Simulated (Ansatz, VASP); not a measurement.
BaSi3: VASP beside Ansatz

```
Ba Si
1.0
     4.41430    0.00000    0.00000
     0.00000    4.41430    0.00000
     0.00000    0.00000    4.41430
Ba Si
1 3
Direct
  0.00000 0.00000 0.00000
  0.00000 0.50000 0.50000
  0.50000 0.50000 0.00000
  0.50000 0.00000 0.50000
```

Alike in both runs: task single point; functional PBEsol; dispersion D3(BJ); k mesh 8 × 8 × 8; occupations gaussian, width 0.05 eV; no spin polarisation.

```csv
,VASP,Ansatz
version,VASP 6.6.1,Ansatz 0.2.0
potentials or method,"VASP PAW PBE potentials, release 64 (Ba_sv, Si), cutoff 520 eV","scalar-relativistic, plane waves, PAW"
valence electrons in the cell,22,22
```

Ansatz gave:

| Property | Result |
| --- | --- |
| gap on the k mesh at the Fermi level (eV) | none |
| pressure (GPa) | -2.7 |

Problem. What did VASP give for the same quantities?

Solution. gap on the k mesh at the Fermi level (eV): none; pressure (GPa): -1.7.

VASP's potentials were made for PBE, not for PBEsol. A gap of «none» marks a metal or a gap that the smearing closes.

Neither program's run includes spin-orbit coupling.
